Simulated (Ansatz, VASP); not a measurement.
Be in VASP and in Ansatz

The input POSCAR:

```
Be
1.0
    0.0000000000      2.4153692854      2.4153692854
    2.4153692854      0.0000000000      2.4153692854
    2.4153692854      2.4153692854      0.0000000000
Be
2
Direct
    0.0000000000      0.0000000000      0.0000000000
    0.2500000000      0.2500000000      0.2500000000
```

The input INCAR.step1:

```
SYSTEM = Be
  PREC = Accurate
  ENCUT = 520
  ISMEAR = -1
  SIGMA = 0.08
  LREAL = .False.
  LASPH = .True.
  NELM = 150
  ISPIN = 2
  MAGMOM = 3 3
  NBANDS = 13
  GGA = PE
  ALGO = Normal
  EDIFF = 1E-4
  LWAVE = .True.
  LCHARG = .False.
```

Contents of INCAR.step2:

```
SYSTEM = Be
  PREC = Accurate
  ENCUT = 520
  EDIFF = 1E-8
  ISMEAR = -1
  SIGMA = 0.08
  LREAL = .False.
  LASPH = .True.
  NELM = 150
  ALGO = Normal
  ISIF = 2
  LWAVE = .False.
  LCHARG = .False.
  ISPIN = 2
  MAGMOM = 3 3
  LORBIT = 11
  METAGGA = R2SCAN
  LMIXTAU = .True.
  LEFG = .True.
  NBANDS = 13
  ISTART = 1
```

Contents of KPOINTS:

```
Automatic mesh
0
Gamma
  13 13 13
  0 0 0
```

Input for Ansatz:

```yaml
crystal:
  lattice:
    - [0.0, 2.4153692854, 2.4153692854]
    - [2.4153692854, 0.0, 2.4153692854]
    - [2.4153692854, 2.4153692854, 0.0]
  atoms:
    - { symbol: Be, position: [0.0, 0.0, 0.0], spin: 3.0 }
    - { symbol: Be, position: [0.25, 0.25, 0.25], spin: 3.0 }
kpoints:
  mp_grid: { grid: [13, 13, 13] }
scf:
  occupations: { method: fermi_dirac, width: 0.08 }
  n_extra_bands: 32
hamiltonian:
  xc: r2scan
  pseudopotentials: { kind: all_electron, datasets: crystal }
output:
  forces: true
  stress: true
  eigenvalues: true
  efg: { contact_densities: true }
magnetization:
  spin_polarized: true
```

Alike in both runs: task electric field gradients; functional r2SCAN; k mesh 13 × 13 × 13; occupations fermi-dirac, width 0.08 eV; collinear spin.

```csv
,VASP,Ansatz
version,VASP 6.6.1,Ansatz 0.2.0
potentials or method,"VASP PAW PBE potentials, release 64 (Be), cutoff 520 eV","all-electron PAW with datasets made for the crystal, scalar-relativistic"
```

```tsv
	VASP	Ansatz	Ansatz less VASP
gap on the k mesh at the Fermi level (eV)	none	none	-
pressure (GPa)	2.9	2.9	-0.04
net moment per atom (μB)	0.00	0.00	0.000
```

VASP's potentials were made for PBE, not for r2SCAN. A gap of «none» marks a metal or a gap that the smearing closes. Ansatz ran all-electron here, and VASP with PAW potentials. Ansatz's warnings: printed levels off, seeded moment not kept, stability check not made.
